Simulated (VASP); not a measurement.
Crystal: W.

```
W
1.0
    -1.61087    1.61087    1.61087
     1.61087   -1.61087    1.61087
     1.61087    1.61087   -1.61087
W
1
Direct
  0.00000 0.00000 0.00000
```

```yaml
Program: VASP 6.6.1
Task: relaxation of cell and atoms
Functional: r2SCAN
Potentials_or_basis: VASP PAW PBE potentials, release 64 (W_sv)
Cutoff: 600 eV
k_mesh: 15 × 15 × 15
Occupations: fermi-dirac, width 0.1 eV
Spin: no spin polarisation
```

At the start: pressure -13.3 GPa; volume 16.72 Å³/atom.

How do energy, volume and symmetry change on relaxing?

Over 7 steps the energy falls by 32.5 meV/atom and the volume is 15.97 Å³/atom (-4.5 %); space group Im-3m (No. 229, to 0.1 Å) before and after.

The path:
| step | energy change (eV) | largest force (eV/Å) | pressure (GPa) | volume (Å³) |
| --- | --- | --- | --- | --- |
| 1 | 0.0000 | 0.0000 | -13.35 | 16.72 |
| 2 | 0.4435 | 0.0000 | 72.66 | 13.57 |
| 3 | -0.0323 | 0.0000 | -1.11 | 16.03 |
| 4 | -0.0325 | 0.0000 | -0.20 | 15.98 |
| 5 | -0.0325 | 0.0000 | 0.10 | 15.97 |
| 6 | -0.0325 | 0.0000 | -0.30 | 15.99 |
| 7 | -0.0325 | 0.0000 | 0.01 | 15.97 |

Final structure:
```cif
data_structure
_symmetry_space_group_name_H-M 'P 1'
_symmetry_Int_Tables_number 1
_cell_length_a 2.7478
_cell_length_b 2.7478
_cell_length_c 2.7478
_cell_angle_alpha 109.471
_cell_angle_beta 109.471
_cell_angle_gamma 109.471
_cell_volume 15.97
loop_
_atom_site_label
_atom_site_type_symbol
_atom_site_fract_x
_atom_site_fract_y
_atom_site_fract_z
_atom_site_occupancy
W1 W 0.00000 0.00000 0.00000 1
```

Caveat: the PAW data sets were made with another functional, which shifts forces and pressure a little.
